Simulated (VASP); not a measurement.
Here is a VASP 6.6.1 calculation.

Contents of POSCAR:

```
Hg
1.0
    3.2798278146      0.0000000000      0.0000000000
   -1.6399139073      2.8404142075      0.0000000000
    0.0000000000      0.0000000000      5.2442711213
Hg
2
Direct
    0.3333333333      0.6666666667      0.2500000000
    0.6666666667      0.3333333333      0.7500000000
```

File INCAR.step1:

```
ALGO = Normal ; EDIFF = 1E-4
ENCUT = 520 ; GGA = PE
ISMEAR = -1 ; LASPH = True
LCHARG = False ; LREAL = False
LWAVE = True ; NBANDS = 19
NELM = 60 ; PREC = Accurate
SIGMA = 0.1
```

INCAR.step2

```
ALGO = Normal ; EDIFF = 1E-6
ENCUT = 520 ; ISIF = 2
ISMEAR = -1 ; ISTART = 1
LASPH = True ; LCHARG = False
LMIXTAU = True ; LREAL = False
LWAVE = False ; METAGGA = R2SCAN
NBANDS = 19 ; NELM = 60
PREC = Accurate ; SIGMA = 0.1
```

The input KPOINTS:

```
k-points
0
Gamma
  12 12 7
```

Potentials or basis: VASP PAW PBE potentials, release 64 (Hg).

Command:

```bash
$ cat potpaw_PBE.64/Hg/POTCAR > POTCAR
$ cp INCAR.step1 INCAR
$ mpirun -np 1 vasp_std > vasp.out
$ cp INCAR.step2 INCAR
$ mpirun -np 1 vasp_std > vasp.out
```

Q: What does it give for the band gap on the k mesh?

A: Zero (band 12 reaches 2.28 eV, above the bottom of band 13 at 1.16 eV).

Q: Predict the pressure.

A: 3.2 GPa.

Stress tensor (GPa, compression positive):
```
3.11 0.00 0.00
0.00 3.11 0.00
0.00 0.00 3.29
```

Caveat: the PAW data sets were made with another functional, which shifts forces and pressure a little; spin-orbit coupling is left out, which moves the levels of the heavy elements.
